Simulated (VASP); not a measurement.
Crystal: SiO2.

```xyz
6
Lattice="-2.4720 2.4720 3.6578 2.4720 -2.4720 3.6578 2.4720 2.4720 -3.6578" Properties=species:S:1:pos:R:3 pbc="T T T"
Si    0.0000    0.0000    0.0000
Si    0.0000    2.4720    1.8289
O     1.2360    2.9583    2.7434
O     0.4863    1.2360    0.9145
O    -1.2360    1.9857    2.7434
O    -0.4863    3.7079    0.9145
```

Base run:

- Program: VASP 6.6.1
- Functional: r2SCAN
- Potentials or basis: VASP PAW PBE potentials, release 64 (Si, O)
- Cutoff: 520 eV
- k mesh: 6 × 6 × 6
- Occupations: gaussian, width 0.01 eV
- Spin: no spin polarisation

Its results: band gap on the k mesh 6.56 eV, direct; pressure 0.2 GPa.

Problem. The run is repeated on the same cell with these changes: functional from r2SCAN to PBE. What comes out?

Solution. Band gap on the k mesh 5.94 eV, direct; pressure 4.6 GPa.

r2SCAN gives the wider gap, since meta-GGAs in the generalised Kohn-Sham scheme recover part of the derivative discontinuity.

Caveats: the PAW data sets were made with another functional, which shifts forces and pressure a little (some runs).

A k mesh can miss the band edges.
